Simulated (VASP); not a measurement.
# BN (P6_3/mmc) in VASP: a series of runs, part 2 of 3

VASP 6.6.1. The steps go on from the part before.

**3. Single point, PBEsol (volume 9.547 Å^3 an atom, c/a of the conventional cell 2.6133)**

The input, INCAR:

```
SYSTEM = BN
PREC = Accurate
ENCUT = 520
EDIFF = 1E-6
ISMEAR = 0
SIGMA = 0.05
LREAL = .False.
LASPH = .True.
NELM = 100
ALGO = Normal
ISIF = 2
LWAVE = .False.
LCHARG = .False.
GGA = PS
NBANDS = 16
```

The input, KPOINTS:

```
Automatic mesh
0
Gamma
  12 12 4
  0 0 0
```

The input, POSCAR:

```
BN
1.0
    2.5648976293      0.0000000000      0.0000000000
   -1.2824488147      2.2212665050      0.0000000000
    0.0000000000      0.0000000000      6.7028469745
B N
2 2
Direct
    0.3333333333      0.6666666667      0.2500000000
    0.6666666667      0.3333333333      0.7500000000
    0.3333333333      0.6666666667      0.7500000000
    0.6666666667      0.3333333333      0.2500000000
```

Potentials or basis: VASP PAW PBE potentials, release 64 (B, N).

Command:

```sh
$ cat potpaw_PBE.64/B/POTCAR potpaw_PBE.64/N/POTCAR > POTCAR
$ mpirun -np 1 vasp_std > vasp.out
```

OUTCAR:

```text
SYSTEM = BN
   PREC = Accurate
   ENCUT = 520
   EDIFF = 1E-6
   ISMEAR = 0
   LREAL = .False.
   LASPH = .True.
   NELM = 100
   ISIF = 2
   GGA = PS

 ion  position               nearest neighbor table
   1  0.333  0.667  0.250-   4 1.48   4 1.48   4 1.48
   2  0.667  0.333  0.750-   3 1.48   3 1.48   3 1.48
   3  0.333  0.667  0.750-   2 1.48   2 1.48   2 1.48
   4  0.667  0.333  0.250-   1 1.48   1 1.48   1 1.48

  LATTYP: Found a hexagonal cell.
 ALAT       =     2.5648976293
 C/A-ratio  =     2.6132999999

  Lattice vectors:

 A1 = (   2.5648976293,   0.0000000000,   0.0000000000)
 A2 = (  -1.2824488147,   2.2212665050,   0.0000000000)
 A3 = (   0.0000000000,   0.0000000000,   6.7028469745)

Analysis of symmetry for initial positions (statically):
=====================================================================
 Subroutine PRICEL returns:
 Original cell was already a primitive cell.

 Routine SETGRP: Setting up the symmetry group for a
 hexagonal supercell.

 Subroutine GETGRP returns: Found 24 space group operations
 (whereof 12 operations were pure point group operations)
 out of a pool of 24 trial point group operations.

The static configuration has the point symmetry D_3d.
 The point group associated with its full space group is D_6h.

Analysis of symmetry for dynamics (positions and initial velocities):
=====================================================================
 Subroutine PRICEL returns:
 Original cell was already a primitive cell.

 Routine SETGRP: Setting up the symmetry group for a
 hexagonal supercell.

 Subroutine GETGRP returns: Found 24 space group operations
 (whereof 12 operations were pure point group operations)
 out of a pool of 24 trial point group operations.

The dynamic configuration has the point symmetry D_3d.
 The point group associated with its full space group is D_6h.

 Subroutine INISYM returns: Found 24 space group operations
 (whereof 12 operations are pure point group operations),
 and found     1 'primitive' translations

----------------------------------------------------------------------------------------

                                     Primitive cell

  volume of cell :      38.1883

  direct lattice vectors                    reciprocal lattice vectors
     2.564897629  0.000000000  0.000000000     0.389879108  0.225096808  0.000000000
    -1.282448815  2.221266505  0.000000000     0.000000000  0.450193616  0.000000000
     0.000000000  0.000000000  6.702846974     0.000000000  0.000000000  0.149190337

  length of vectors
     2.564897629  2.564897629  6.702846974     0.450193616  0.450193616  0.149190337

  position of ions in fractional coordinates (direct lattice)
     0.333333333  0.666666667  0.250000000
     0.666666667  0.333333333  0.750000000
     0.333333333  0.666666667  0.750000000
     0.666666667  0.333333333  0.250000000

  ion indices of the primitive-cell ions
   primitive index   ion index
                 1           1
                 2           2
                 3           3
                 4           4

----------------------------------------------------------------------------------------

 KPOINTS: Automatic mesh

Automatic generation of k-mesh.
 Grid dimensions read from file:
 generate k-points for:   12   12    4

 Generating k-lattice:

  Cartesian coordinates                     Fractional coordinates (reciprocal lattice)
     0.032489926  0.018758067  0.000000000     0.083333333  0.000000000  0.000000000
     0.000000000  0.037516135  0.000000000     0.000000000  0.083333333  0.000000000
     0.000000000  0.000000000  0.037297584     0.000000000  0.000000000  0.250000000

  Length of vectors
     0.037516135  0.037516135  0.037297584

  Shift w.r.t. Gamma in fractional coordinates (k-lattice)
     0.000000000  0.000000000  0.000000000

 Subroutine IBZKPT returns following result:
 ===========================================

 Found     57 irreducible k-points:

 Following reciprocal coordinates:
            Coordinates               Weight
  0.000000  0.000000  0.000000      1.000000
  0.083333 -0.000000  0.000000      6.000000
  0.166667  0.000000  0.000000      6.000000
  0.250000  0.000000  0.000000      6.000000
  0.333333  0.000000  0.000000      6.000000
  0.416667  0.000000  0.000000      6.000000
[... 16 lines left out ...]
  0.250000  0.000000  0.250000     12.000000
  0.333333  0.000000  0.250000     12.000000
 [... further k-points ...]
   k-points           NKPTS =     57   k-points in BZ     NKDIM =     57   number of bands    NBANDS=     16
   number of dos      NEDOS =    301   number of ions     NIONS =      4
   total plane-waves  NPLWV =  20000
   dimension x,y,z NGX =    20 NGY =   20 NGZ =   50
   dimension x,y,z NGXF=    40 NGYF=   40 NGZF=  100
   ions per type =               2   2
   NGX,Y,Z   is equivalent  to a cutoff of  12.96, 12.96, 12.40 a.u.
   NGXF,Y,Z  is equivalent  to a cutoff of  25.93, 25.93, 24.80 a.u.
 SYSTEM =  BN
   PREC   = accura    normal or accurate (medium, high low for compatibility)
   ISTART =      0    job   : 0-new  1-cont  2-samecut
   ICHARG =      2    charge: 1-file 2-atom 10-const
   ISPIN  =      1    spin polarized calculation?
   LNONCOLLINEAR =      F non collinear calculations
   LSORBIT =      F    spin-orbit coupling
   LASPH  =      T    aspherical Exc in radial PAW
   ENCUT  =  520.0 eV  38.22 Ry    6.18 a.u.   4.77  4.77 12.46*2*pi/ulx,y,z
   NELM   =    100;   NELMIN=  2; NELMDL= -5     # of ELM steps
   EDIFF  = 0.1E-05   stopping-criterion for ELM
   LREAL  =      F    real-space projection
   EDIFFG = 0.1E-04   stopping-criterion for IOM
   NSW    =      0    number of steps for IOM
   IBRION =     -1    ionic relax: 0-MD 1-quasi-New 2-CG
   NFREE  =      0    steps in history (QN), initial steepest desc. (CG)
   ISIF   =      2    stress and relaxation
   ISYM   =      2    0-nonsym 1-usesym 2-fastsym
   POTIM  = 0.5000    time-step for ionic-motion
   TEBEG  =    0.0;   TEEND  =   0.0 temperature during run
   PSTRESS=    0.0 pullay stress
   NELECT =      16.0000    total number of electrons
   NUPDOWN=      -1.0000    fix difference up-down
   EMIN   =  10.00;   EMAX   =-10.00  energy-range for DOS
   EFERMI =   0.00;   METHOD = LEGACY
   ISMEAR =     0;   SIGMA  =   0.05  broadening in eV -4-tet -1-fermi 0-gaus
   EFERMI_NEDOS =   21; number of points for ismear=-14 and -15
   IALGO  =     38    algorithm
   IMIX   =      4    mixing-type and parameters
     AMIX     =   0.40;   BMIX     =  1.00
     AMIX_MAG =   1.60;   BMIX_MAG =  1.00
  volume/ion in A,a.u.               =       9.55        64.43
  Fermi-wavevector in a.u.,A,eV,Ry     =   1.225006  2.314925 20.417437  1.500639
  Thomas-Fermi vector in A             =   2.360060
   LORBIT       =      0    0 simple, 1 ext, 2 COOP (PROOUT), +10 PAW based schemes
   GGA     = PS    functional components
   LHFCALC =     F    Hartree Fock is set to
   AEXX    =    0.0000 exact exchange contribution
   IVDW    =     0    specifies the selected vdW correction
   LEPSILON=     F    determine dielectric tensor
   LRPA    =     F    only Hartree local field effects (RPA)
 non-spin polarized calculation
 Gauss-broadening in eV      SIGMA  =   0.05
  energy-cutoff  :      520.00
  volume of cell :       38.19
 maximum number of plane-waves:      1045
 NGX is ok and might be reduce to    20
   NGX =  9   NGY =  9   NGZ = 25

 number of electron      16.0000001 magnetization

 Free energy of the ion-electron system (eV)
  ---------------------------------------------------
  ext. energy  EPLUGINS =         0.00000000
  ---------------------------------------------------
  free energy    TOTEN  =       -36.44114758 eV

  energy without entropy =      -36.44114758  energy(sigma->0) =      -36.44114758

 E-fermi :   2.0892     XC(G=0): -10.0938

 val. band max:        1.8229801279   @ k =   0.3333   0.2500   0.0000
 cond. band min:       5.8836980869   @ k =   0.5000   0.0000   0.0000
 fundamental gap:      4.0607179590
 Fermi energy:         2.0891614646

 k-point     1 :       0.0000    0.0000    0.0000
  band No.  band energies     occupation
      1     -15.5156      2.00000
      2     -15.2260      2.00000
      3      -4.0907      2.00000
      4      -1.9583      2.00000
      5       0.4314      2.00000
      6       0.4314      2.00000
[... 8 lines left out ...]
     15      12.8597      0.00000
     16      13.9808      0.00000
[... 420 lines left out ...]
  band No.  band energies     occupation
      1     -13.6047      2.00000
      2     -13.4582      2.00000
      3      -4.9161      2.00000
      4      -4.8569      2.00000
      5      -1.6787      2.00000
      6      -1.6332      2.00000
[... 8 lines left out ...]
     15      17.6987      0.00000
     16      19.2771      0.00000

 [... further k-points ...]
[... 5 lines left out ...]
  --------------------------------------------------------------------------------------
  -------------------------------------------------------------------------------------
  Total       -5.3723180     -5.3723180      0.1071454      0.0000000      0.0000000      0.0000000
  in kB     -225.3939671   -225.3939671      4.4952515      0.0000000      0.0000000      0.0000000
  external PRESSURE =    -148.7642275 kB  Pullay stress =       0.0000000 kB

 VOLUME and BASIS-vectors are now :
 -----------------------------------------------------------------------------
  energy-cutoff  :      520.00
  volume of cell :       38.19
      direct lattice vectors                 reciprocal lattice vectors
     2.564897629  0.000000000  0.000000000     0.389879108  0.225096808  0.000000000
    -1.282448815  2.221266505  0.000000000     0.000000000  0.450193616  0.000000000
     0.000000000  0.000000000  6.702846974     0.000000000  0.000000000  0.149190337

 POSITION                                       TOTAL-FORCE (eV/Angst)
 -----------------------------------------------------------------------------------
     -0.00000      1.48084      1.67571        -0.000000     -0.000000      0.000000
      1.28245      0.74042      5.02714         0.000000      0.000000      0.000000
     -0.00000      1.48084      5.02714        -0.000000     -0.000000      0.000000
      1.28245      0.74042      1.67571        -0.000000      0.000000      0.000000
 -----------------------------------------------------------------------------------
    total drift:                               -0.000000      0.000000      0.000000

  FREE ENERGIE OF THE ION-ELECTRON SYSTEM (eV)
  ---------------------------------------------------
  free  energy   TOTEN  =       -36.4411475818 eV

  energy  without entropy=      -36.4411475818  energy(sigma->0) =      -36.44114758
```

stdout:

```text
POSCAR found type information on POSCAR B N
 POSCAR found :  2 types and       4 ions
 scaLAPACK will be used
 -----------------------------------------------------------------------------
|                                                                             |
|                                                                             |
|     You enforced a specific xc type in the INCAR file but a different       |
|     I HOPE YOU KNOW WHAT YOU ARE DOING!                                     |
|                                                                             |
 -----------------------------------------------------------------------------

 LDA part: xc-table for (Slater+PW92), standard interpolation
 POSCAR, INCAR and KPOINTS ok, starting setup
 FFT: planning ... GRIDC
 FFT: planning ... GRID_SOFT
 FFT: planning ... GRID
 WAVECAR not read
 entering main loop
```

Run time: 40 s. Hardware: 1 thread of Intel Xeon 8259CL, shared host; peak memory 0.16 GiB.

Results:

```yaml
Free_energy: -36.4411 eV
Pressure: -14.9 GPa
Band_gap_on_the_k_mesh: 4.06 eV, indirect (least direct gap 4.40 eV)
```

Levels at points of the mesh, in eV from the valence-band top:
| k point | band 6 | band 7 | band 8 | band 9 | band 10 | band 11 |
| --- | --- | --- | --- | --- | --- | --- |
| (0.00, 0.00, 0.00) | -1.39 | -1.35 | -1.35 | 4.97 | 9.81 | 10.91 |
| (0.50, 0.00, 0.00) | -3.97 | -1.39 | -0.38 | 4.06 | 5.39 | 8.79 |
| (0.00, 0.00, 0.50) | -1.37 | -1.37 | -1.37 | 7.23 | 7.23 | 10.97 |
| (0.50, 0.00, 0.50) | -4.00 | -0.87 | -0.87 | 4.50 | 4.50 | 9.11 |

Caveat: the PAW data sets were made with another functional, which shifts forces and pressure a little; this functional lacks dispersion, which binds the layers, so the pressure and a relaxed spacing across them are unreliable.

**4. Single point, PBEsol (volume 9.547 Å^3 an atom, c/a of the conventional cell 2.9482)**

The input, INCAR:

```
SYSTEM = BN
PREC = Accurate
ENCUT = 520
EDIFF = 1E-7
ISMEAR = 0
SIGMA = 0.05
LREAL = .FALSE.
LASPH = .TRUE.
NELM = 60
ALGO = Normal
ISIF = 2
LWAVE = .FALSE.
LCHARG = .FALSE.
GGA = PS
NBANDS = 16
```

The input, KPOINTS:

```
Automatic mesh
0
G
  12 12 4
  0 0 0
```

The input, POSCAR:

```
BN
1.0
    2.4638493232      0.0000000000      0.0000000000
   -1.2319246616      2.1337561050      0.0000000000
    0.0000000000      0.0000000000      7.2639205746
B N
2 2
Direct
    0.3333333333      0.6666666667      0.2500000000
    0.6666666667      0.3333333333      0.7500000000
    0.3333333333      0.6666666667      0.7500000000
    0.6666666667      0.3333333333      0.2500000000
```

Potentials or basis: VASP PAW PBE potentials, release 64 (B, N).

Command:

```sh
$ cat potpaw_PBE.64/B/POTCAR potpaw_PBE.64/N/POTCAR > POTCAR
$ mpirun -np 1 vasp_std > vasp.out
```

OUTCAR:

```text
SYSTEM = BN
   PREC = Accurate
   ENCUT = 520
   EDIFF = 1E-7
   ISMEAR = 0
   LREAL = .FALSE.
   LASPH = .TRUE.
   NELM = 60
   ISIF = 2
   GGA = PS

 ion  position               nearest neighbor table
   1  0.333  0.667  0.250-   4 1.42   4 1.42   4 1.42
   2  0.667  0.333  0.750-   3 1.42   3 1.42   3 1.42
   3  0.333  0.667  0.750-   2 1.42   2 1.42   2 1.42
   4  0.667  0.333  0.250-   1 1.42   1 1.42   1 1.42

  LATTYP: Found a hexagonal cell.
 ALAT       =     2.4638493232
 C/A-ratio  =     2.9482000000

  Lattice vectors:

[... 645 lines left out ...]
     16      20.3307      0.00000

 [... further k-points ...]
[... 5 lines left out ...]
  --------------------------------------------------------------------------------------
  -------------------------------------------------------------------------------------
  Total        4.2401339      4.2401339     -0.0824398      0.0000000      0.0000000      0.0000000
  in kB      177.8935255    177.8935255     -3.4587351      0.0000000      0.0000000      0.0000000
  external PRESSURE =     117.4427720 kB  Pullay stress =       0.0000000 kB

 VOLUME and BASIS-vectors are now :
 -----------------------------------------------------------------------------
  energy-cutoff  :      520.00
  volume of cell :       38.19
      direct lattice vectors                 reciprocal lattice vectors
     2.463849323  0.000000000  0.000000000     0.405868975  0.234328562  0.000000000
    -1.231924662  2.133756105  0.000000000     0.000000000  0.468657124  0.000000000
     0.000000000  0.000000000  7.263920575     0.000000000  0.000000000  0.137666704

 POSITION                                       TOTAL-FORCE (eV/Angst)
 -----------------------------------------------------------------------------------
     -0.00000      1.42250      1.81598         0.000000      0.000000      0.000000
      1.23192      0.71125      5.44794        -0.000000      0.000000      0.000000
     -0.00000      1.42250      5.44794         0.000000      0.000000      0.000000
      1.23192      0.71125      1.81598         0.000000      0.000000      0.000000
 -----------------------------------------------------------------------------------
    total drift:                                0.000000     -0.000000      0.000000

  FREE ENERGIE OF THE ION-ELECTRON SYSTEM (eV)
  ---------------------------------------------------
  free  energy   TOTEN  =       -36.4988997449 eV

  energy  without entropy=      -36.4988997449  energy(sigma->0) =      -36.49889974
```

stdout:

```text
POSCAR found type information on POSCAR B N
 POSCAR found :  2 types and       4 ions
 scaLAPACK will be used
 -----------------------------------------------------------------------------
|                                                                             |
|                                                                             |
|     You enforced a specific xc type in the INCAR file but a different       |
|     I HOPE YOU KNOW WHAT YOU ARE DOING!                                     |
|                                                                             |
 -----------------------------------------------------------------------------

 LDA part: xc-table for (Slater+PW92), standard interpolation
 POSCAR, INCAR and KPOINTS ok, starting setup
 FFT: planning ... GRIDC
 FFT: planning ... GRID_SOFT
 FFT: planning ... GRID
 WAVECAR not read
 entering main loop
```

Wall time 44 s (1 thread of Intel Xeon 8259CL, shared host); peak memory 0.15 GiB.

Results:

* Free energy: -36.4989 eV
* Pressure: 11.7 GPa
* Band gap on the k mesh: 4.40 eV, indirect (least direct gap 4.73 eV)

Stress tensor (GPa, compression positive):
```
17.79  0.00  0.00
 0.00 17.79  0.00
 0.00  0.00 -0.35
```

Levels at points of the mesh, in eV from the valence-band top:
| k point | band 6 | band 7 | band 8 | band 9 | band 10 | band 11 |
| --- | --- | --- | --- | --- | --- | --- |
| (0.00, 0.00, 0.00) | -1.25 | -1.24 | -1.24 | 4.60 | 9.17 | 11.94 |
| (0.50, 0.00, 0.00) | -4.18 | -1.27 | -0.67 | 4.40 | 5.35 | 9.84 |
| (0.00, 0.00, 0.50) | -1.24 | -1.24 | -1.24 | 6.54 | 6.54 | 11.96 |
| (0.50, 0.00, 0.50) | -4.19 | -0.97 | -0.97 | 4.77 | 4.77 | 10.28 |

Caveat: the PAW data sets were made with another functional, which shifts forces and pressure a little; this functional lacks dispersion, which binds the layers, so the pressure and a relaxed spacing across them are unreliable. A k mesh can miss the band edges.

(Part 2 of 3 ends here.)
